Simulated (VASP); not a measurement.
# ScCd (Pm-3m) in VASP: electric field gradients with LDA

Aim: the electric field gradients of ScCd with LDA.

Program: VASP 6.6.1. These are calculated values, not measurements. Logs are shortened: lines on timing, memory, paths and dates and some standing lists are left out, and cuts for length are marked.

### Step 1. The cell of the first run

Symmetry: Pm-3m, No. 221, cubic system. Conventional cell: a = 2.799 Å, b = 2.799 Å, c = 2.799 Å, α = 90.00°, β = 90.00°, γ = 90.00°. Sc (site symmetry m-3m) has 8 Cd at 2.42 Å and 6 Sc at 2.80 Å within 3.2 Å. Within 3.2 Å of Cd (site symmetry m-3m) lie 8 Sc at 2.42 Å and 6 Cd at 2.80 Å.

### Step 2. Electric field gradients, LDA (10.96 Å³/atom)

Contents of INCAR:

```
PREC = Accurate ; ENCUT = 520
EDIFF = 1E-8 ; ISMEAR = -1
SIGMA = 0.05 ; LREAL = False
LASPH = True ; NELM = 60
ALGO = Normal ; ISIF = 2
LWAVE = False ; LCHARG = False
LEFG = True ; NBANDS = 18
```

Contents of KPOINTS:

```
Automatic mesh
0
Gamma
  10 10 10
```

Contents of POSCAR:

```
ScCd
1.0
    2.7987909165      0.0000000000      0.0000000000
    0.0000000000      2.7987909165      0.0000000000
    0.0000000000      0.0000000000      2.7987909165
Sc Cd
1 1
Direct
    0.5000000000      0.5000000000      0.5000000000
    0.0000000000      0.0000000000      0.0000000000
```

Potentials or basis: VASP PAW LDA potentials, release 64 (Sc_sv, Cd).

Launch:

```console
$ cat potpaw_LDA.64/Sc_sv/POTCAR potpaw_LDA.64/Cd/POTCAR > POTCAR
$ mpirun -np 1 vasp_std > vasp.out
```

OUTCAR:

```text
PREC = Accurate
   ENCUT = 520
   EDIFF = 1E-8
   ISMEAR = -1
   LREAL = False
   LASPH = True
   NELM = 60
   ISIF = 2

 ion  position               nearest neighbor table
   1  0.500  0.500  0.500-   2 2.42   2 2.42   2 2.42   2 2.42   2 2.42   2 2.42   2 2.42   2 2.42

   2  0.000  0.000  0.000-   1 2.42   1 2.42   1 2.42   1 2.42   1 2.42   1 2.42   1 2.42   1 2.42

  LATTYP: Found a simple cubic cell.
 ALAT       =     2.7987909165

  Lattice vectors:

 A1 = (   2.7987909165,   0.0000000000,   0.0000000000)
 A2 = (   0.0000000000,   2.7987909165,   0.0000000000)
 A3 = (   0.0000000000,   0.0000000000,   2.7987909165)

Analysis of symmetry for initial positions (statically):
=====================================================================
 Subroutine PRICEL returns:
 Original cell was already a primitive cell.

 Routine SETGRP: Setting up the symmetry group for a
 simple cubic supercell.

 Subroutine GETGRP returns: Found 48 space group operations
 (whereof 48 operations were pure point group operations)
 out of a pool of 48 trial point group operations.

The static configuration has the point symmetry O_h .

Analysis of symmetry for dynamics (positions and initial velocities):
=====================================================================
 Subroutine PRICEL returns:
 Original cell was already a primitive cell.

 Routine SETGRP: Setting up the symmetry group for a
 simple cubic supercell.

 Subroutine GETGRP returns: Found 48 space group operations
 (whereof 48 operations were pure point group operations)
 out of a pool of 48 trial point group operations.

The dynamic configuration has the point symmetry O_h .

 Subroutine INISYM returns: Found 48 space group operations
 (whereof 48 operations are pure point group operations),
 and found     1 'primitive' translations

----------------------------------------------------------------------------------------

                                     Primitive cell

  volume of cell :      21.9236

  direct lattice vectors                    reciprocal lattice vectors
     2.798790916  0.000000000  0.000000000     0.357297144  0.000000000  0.000000000
     0.000000000  2.798790916  0.000000000     0.000000000  0.357297144  0.000000000
     0.000000000  0.000000000  2.798790916     0.000000000  0.000000000  0.357297144

  length of vectors
     2.798790916  2.798790916  2.798790916     0.357297144  0.357297144  0.357297144

  position of ions in fractional coordinates (direct lattice)
     0.500000000  0.500000000  0.500000000
     0.000000000  0.000000000  0.000000000

  ion indices of the primitive-cell ions
   primitive index   ion index
                 1           1
                 2           2

----------------------------------------------------------------------------------------

 KPOINTS: Automatic mesh

Automatic generation of k-mesh.
 Grid dimensions read from file:
 generate k-points for:   10   10   10

 Generating k-lattice:

  Cartesian coordinates                     Fractional coordinates (reciprocal lattice)
     0.035729714  0.000000000  0.000000000     0.100000000  0.000000000  0.000000000
     0.000000000  0.035729714  0.000000000     0.000000000  0.100000000  0.000000000
     0.000000000  0.000000000  0.035729714     0.000000000  0.000000000  0.100000000

  Length of vectors
     0.035729714  0.035729714  0.035729714

  Shift w.r.t. Gamma in fractional coordinates (k-lattice)
     0.000000000  0.000000000  0.000000000

 Subroutine IBZKPT returns following result:
 ===========================================

 Found     56 irreducible k-points:

 Following reciprocal coordinates:
            Coordinates               Weight
  0.000000  0.000000  0.000000      1.000000
  0.100000  0.000000  0.000000      6.000000
  0.200000  0.000000  0.000000      6.000000
  0.300000  0.000000  0.000000      6.000000
  0.400000  0.000000  0.000000      6.000000
  0.500000  0.000000  0.000000      3.000000
[... 16 lines left out ...]
  0.200000  0.100000  0.100000     24.000000
  0.300000  0.100000  0.100000     24.000000
 [... further k-points ...]
   k-points           NKPTS =     56   k-points in BZ     NKDIM =     56   number of bands    NBANDS=     18
   number of dos      NEDOS =    301   number of ions     NIONS =      2
   total plane-waves  NPLWV =  13824
   dimension x,y,z NGX =    24 NGY =   24 NGZ =   24
   dimension x,y,z NGXF=    48 NGYF=   48 NGZF=   48
   ions per type =               1   1
   NGX,Y,Z   is equivalent  to a cutoff of  14.26, 14.26, 14.26 a.u.
   NGXF,Y,Z  is equivalent  to a cutoff of  28.51, 28.51, 28.51 a.u.
 SYSTEM =  unknown system
   PREC   = accura    normal or accurate (medium, high low for compatibility)
   ISTART =      0    job   : 0-new  1-cont  2-samecut
   ICHARG =      2    charge: 1-file 2-atom 10-const
   ISPIN  =      1    spin polarized calculation?
   LNONCOLLINEAR =      F non collinear calculations
   LSORBIT =      F    spin-orbit coupling
   LASPH  =      T    aspherical Exc in radial PAW
   ENCUT  =  520.0 eV  38.22 Ry    6.18 a.u.   5.20  5.20  5.20*2*pi/ulx,y,z
   NELM   =     60;   NELMIN=  2; NELMDL= -5     # of ELM steps
   EDIFF  = 0.1E-07   stopping-criterion for ELM
   LREAL  =      F    real-space projection
   EDIFFG = 0.1E-06   stopping-criterion for IOM
   NSW    =      0    number of steps for IOM
   IBRION =     -1    ionic relax: 0-MD 1-quasi-New 2-CG
   NFREE  =      0    steps in history (QN), initial steepest desc. (CG)
   ISIF   =      2    stress and relaxation
   ISYM   =      2    0-nonsym 1-usesym 2-fastsym
   POTIM  = 0.5000    time-step for ionic-motion
   TEBEG  =    0.0;   TEEND  =   0.0 temperature during run
   PSTRESS=    0.0 pullay stress
   NELECT =      23.0000    total number of electrons
   NUPDOWN=      -1.0000    fix difference up-down
   EMIN   =  10.00;   EMAX   =-10.00  energy-range for DOS
   EFERMI =   0.00;   METHOD = LEGACY
   ISMEAR =    -1;   SIGMA  =   0.05  broadening in eV -4-tet -1-fermi 0-gaus
   EFERMI_NEDOS =   21; number of points for ismear=-14 and -15
   IALGO  =     38    algorithm
   IMIX   =      4    mixing-type and parameters
     AMIX     =   0.40;   BMIX     =  1.00
     AMIX_MAG =   1.60;   BMIX_MAG =  1.00
  volume/ion in A,a.u.               =      10.96        73.97
  Fermi-wavevector in a.u.,A,eV,Ry     =   1.663465  3.143493 37.648894  2.767116
  Thomas-Fermi vector in A             =   2.750177
   LORBIT       =      0    0 simple, 1 ext, 2 COOP (PROOUT), +10 PAW based schemes
   GGA     = CA    functional components
   LHFCALC =     F    Hartree Fock is set to
   AEXX    =    0.0000 exact exchange contribution
   IVDW    =     0    specifies the selected vdW correction
   LEPSILON=     F    determine dielectric tensor
   LRPA    =     F    only Hartree local field effects (RPA)
 non-spin polarized calculation
  energy-cutoff  :      520.00
  volume of cell :       21.92
 maximum number of plane-waves:       624
 NGX is ok and might be reduce to    24
   NGX = 11   NGY = 11   NGZ = 11

 number of electron      23.0000003 magnetization

 Free energy of the ion-electron system (eV)
  ---------------------------------------------------
  ext. energy  EPLUGINS =         0.00000000
  ---------------------------------------------------
  free energy    TOTEN  =        -2.23519622 eV

  energy without entropy =       -2.21934142  energy(sigma->0) =       -2.22726882

 E-fermi :   9.7557     XC(G=0): -14.7723

 val. band max:        9.7544739641   @ k =   0.1000   0.0000   0.0000
 cond. band min:       9.8013223243   @ k =   0.3000   0.2000   0.0000
 fundamental gap:      0.0468483602
 Fermi energy:         9.7556565816

 k-point     1 :       0.0000    0.0000    0.0000
  band No.  band energies     occupation
      1     -38.0533      2.00000
      2     -16.7648      2.00000
      3     -16.7648      2.00000
      4     -16.7648      2.00000
      5      -3.0091      2.00000
      6      -3.0091      2.00000
[... 10 lines left out ...]
     17      19.2563      0.00000
     18      19.2563      0.00000
[... 463 lines left out ...]
 k-point    24 :       0.3000    0.1000    0.1000
  band No.  band energies     occupation
      1     -37.9027      2.00000
      2     -17.6290      2.00000
      3     -16.8600      2.00000
      4     -16.8520      2.00000
      5      -2.4372      2.00000
      6      -1.6672      2.00000
[... 10 lines left out ...]
     17      23.1188      0.00000
     18      23.2395      0.00000

 [... further k-points ...]

------------------------ aborting loop because EDIFF is reached ----------------------------------------

  FORCE on cell =-STRESS in cart. coord.  units (eV):
  Direction    XX          YY          ZZ          XY          YZ          ZX
  --------------------------------------------------------------------------------------
  -------------------------------------------------------------------------------------
  Total       26.6408624     26.6408624     26.6408624      0.0000000      0.0000000      0.0000000
  in kB     1946.9172539   1946.9172539   1946.9172539      0.0000000      0.0000000      0.0000000
  external PRESSURE =    1946.9172539 kB  Pullay stress =       0.0000000 kB

 VOLUME and BASIS-vectors are now :
 -----------------------------------------------------------------------------
  energy-cutoff  :      520.00
  volume of cell :       21.92
      direct lattice vectors                 reciprocal lattice vectors
     2.798790916  0.000000000  0.000000000     0.357297144  0.000000000  0.000000000
     0.000000000  2.798790916  0.000000000     0.000000000  0.357297144  0.000000000
     0.000000000  0.000000000  2.798790916     0.000000000  0.000000000  0.357297144

 POSITION                                       TOTAL-FORCE (eV/Angst)
 -----------------------------------------------------------------------------------
      1.39940      1.39940      1.39940         0.000000      0.000000      0.000000
      0.00000      0.00000      0.00000         0.000000      0.000000      0.000000
 -----------------------------------------------------------------------------------
    total drift:                                0.000000      0.000000     -0.000000

  FREE ENERGIE OF THE ION-ELECTRON SYSTEM (eV)
  ---------------------------------------------------
  free  energy   TOTEN  =        -2.2351962172 eV

  energy  without entropy=       -2.2193414215  energy(sigma->0) =       -2.22726882

 Electric field gradients (V/A^2)
---------------------------------------------------------------------
 ion       V_xx      V_yy      V_zz      V_xy      V_xz      V_yz
---------------------------------------------------------------------
   1       0.000     0.000     0.000    -0.000    -0.000     0.000
   2       0.000     0.000     0.000    -0.000    -0.000    -0.000
---------------------------------------------------------------------

 Electric field gradients after diagonalization (V/A^2)
 (convention: |V_zz| > |V_xx| > |V_yy|)
----------------------------------------------------------------------
 ion       V_xx      V_yy      V_zz     asymmetry (V_yy - V_xx)/ V_zz
----------------------------------------------------------------------
   1       0.000     0.000     0.000      -0.282
   2       0.000     0.000     0.000      -0.024
----------------------------------------------------------------------

           NMR quadrupolar parameters

 Cq : quadrupolar parameter    Cq=e*Q*V_zz/h
 eta: asymmetry parameters     (V_yy - V_xx)/ V_zz
 Q  : nuclear electric quadrupole moment in mb (millibarn)
----------------------------------------------------------------------
 ion       Cq(MHz)       eta       Q (mb)
----------------------------------------------------------------------
   1       0.000      -0.282       1.000
   2       0.000      -0.024       1.000
----------------------------------------------------------------------
```

It took 10 s on 1 thread of Intel Xeon 6975P-C (Granite Rapids), shared host; peak memory 0.14 GiB.

What came out:

- Free energy: -2.2352 eV
- Pressure: 194.7 GPa
- Band gap on the k mesh: zero (an odd number of electrons rules out a gap without spin polarisation)
- Largest electric field gradient by atom: zero within the noise of the run

Caveat: the cell stands under pressure.
